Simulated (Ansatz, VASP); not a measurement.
## TaN in VASP and in Ansatz

```
CELL_PARAMETERS angstrom
0.00000 2.21132 2.21132
2.21132 0.00000 2.21132
2.21132 2.21132 0.00000
ATOMIC_POSITIONS crystal
Ta 0.50000 0.50000 0.50000
N 0.00000 0.00000 0.00000
```

Alike in both runs: functional r2SCAN; k mesh 10 × 10 × 10; occupations fermi-dirac, width 0.05 eV; no spin polarisation; Hubbard terms Ta d U = 2.0 eV.

|  | VASP | Ansatz |
| --- | --- | --- |
| version | VASP 6.6.1 | Ansatz 0.2.0 |
| potentials or method | VASP PAW PBE potentials, release 64 (Ta_sv_GW, N) | Ansatz PAW |
| plane-wave cutoff (eV) | 770 | 500 |
| valence electrons in the cell | 18 | 18 |
| task | single point | projected density of states |

|  | VASP | Ansatz | Ansatz less VASP |
| --- | --- | --- | --- |
| gap on the k mesh at the Fermi level (eV) | none | none | - |
| pressure (GPa) | -0.4 | -4.4 | -3.99 |

VASP's potentials were made for PBE, not for r2SCAN. The programs project onto different local orbitals, so the same U acts differently, and such runs can settle in different states. A gap of «none» marks a metal or a gap that the smearing closes.

Neither program's run includes spin-orbit coupling.
